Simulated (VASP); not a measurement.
Crystal: HfO2.

```
Hf O
1.0
     5.08032    0.00000    0.00000
     0.00000    5.16487    0.00000
     0.00000    0.00000    4.89088
Hf O
4 8
Direct
  0.27741 0.28180 0.72793
  0.77741 0.21820 0.27207
  0.72259 0.71820 0.72793
  0.22259 0.78180 0.27207
  0.50000 0.50000 0.42438
  0.00000 0.00000 0.57562
  0.50000 0.00000 0.51095
  0.00000 0.50000 0.48905
  0.31318 0.66365 0.89547
  0.81318 0.83635 0.10453
  0.68682 0.33635 0.89547
  0.18682 0.16365 0.10453
```

Base run:

```yaml
Program: VASP 6.6.1
Functional: PBEsol
Potentials_or_basis: VASP PAW PBE potentials, release 64 (Hf_pv, O)
Cutoff: 520 eV
k_mesh: 4 × 4 × 4
Occupations: fermi-dirac, width 0.02 eV
Spin: no spin polarisation
```

Its results: band gap on the k mesh 3.73 eV; pressure -1.6 GPa; largest force 0.090 eV/Å.

Problem. The run is repeated on the same cell with these changes: functional from PBEsol to PBE. What comes out?

Solution. Band gap on the k mesh 3.82 eV; pressure 6.5 GPa; largest force 0.106 eV/Å.

PBE binds less tightly than PBEsol, so the same cell stands under more pressure.

Caveats: spin-orbit coupling is left out, which moves the levels of the heavy elements; the PAW data sets were made with another functional, which shifts forces and pressure a little (at least some runs); the cell stands under pressure (at least some runs).

A k mesh can miss the band edges.
